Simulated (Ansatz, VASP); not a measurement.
# Two plane-wave programs on Cd

```xyz
12
Lattice="2.9458 0.0000 0.0000 0.0000 5.6026 0.0000 0.0000 0.0000 29.6061" Properties=species:S:1:pos:R:3 pbc="T T T"
Cd    0.0000    0.0000    8.2576
Cd    1.4729    0.0000   10.9250
Cd    1.4729    2.8013    8.2562
Cd    0.0000    0.0000   13.5129
Cd    0.0000    2.8013   10.9248
Cd    1.4729    0.0000   16.0928
Cd    1.4729    2.8013   13.5133
Cd    0.0000    0.0000   18.6814
Cd    0.0000    2.8013   16.0933
Cd    1.4729    0.0000   21.3499
Cd    1.4729    2.8013   18.6811
Cd    0.0000    2.8013   21.3485
```

Alike in both runs: functional PBEsol; k mesh 11 × 6 × 1; no spin polarisation.

Ansatz relaxed the structure, and its values are those at the end. VASP's run is a single point on that final structure, the one shown.

|  | VASP | Ansatz |
| --- | --- | --- |
| version | VASP 6.6.1 | Ansatz 0.2.0 |
| potentials or method | VASP PAW PBE potentials, release 64 (Cd) | plane-wave PAW, scalar-relativistic |
| plane-wave cutoff (eV) | 400 | 420 |
| occupations | methfessel-paxton of order 1, width 0.1 eV | cold, width 0.1 eV |
| valence electrons in the cell | 144 | 240 |

VASP gave:

- rms of the force components (eV/Å): 0.006

Problem. Estimate Ansatz's values.

Solution. rms of the force components (eV/Å): 0.001.

VASP's potentials were made for PBE, not for PBEsol. VASP's potentials hold 144 valence electrons a cell and Ansatz's 240, so a difference there can come from the potentials and not from the codes.
